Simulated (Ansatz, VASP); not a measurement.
Sr: VASP beside Ansatz

```
CELL_PARAMETERS angstrom
7.33488 4.23480 1.91899
-7.33488 4.23480 1.91899
0.00000 -8.46959 1.91899
ATOMIC_POSITIONS crystal
Sr 0.58450 0.35100 0.24650
Sr 0.24650 0.58450 0.35100
Sr 0.35100 0.24650 0.58450
Sr 0.41550 0.64900 0.75350
Sr 0.75350 0.41550 0.64900
Sr 0.64900 0.75350 0.41550
```

Alike in both runs: task relaxation of cell and atoms; functional PBE; k mesh 3 × 3 × 3; occupations gaussian, width 0.1 eV; no spin polarisation.

```csv
,VASP,Ansatz
version,VASP 6.6.1,Ansatz 0.2.0
potentials or method,"VASP PAW PBE potentials, release 64 (Sr_sv), cutoff 600 eV","scalar-relativistic, plane waves, PAW"
valence electrons in the cell,60,60
```

|  | VASP | Ansatz | Ansatz less VASP |
| --- | --- | --- | --- |
| gap on the k mesh at the Fermi level, each at its own relaxed structure (eV) | none | none | - |
| relaxed volume (Å³/atom) | 61.03 | 55.43 | -5.596 |
| relaxed cell length with the largest relative difference (Å) | 10.295 | 7.839 | -2.4560 |

A gap of «none» marks a metal or a gap that the smearing closes. One of these differences is far larger than is usual between the two programs; its cause wasn't traced.

The k mesh is coarse, so the values compare programs but aren't converged.
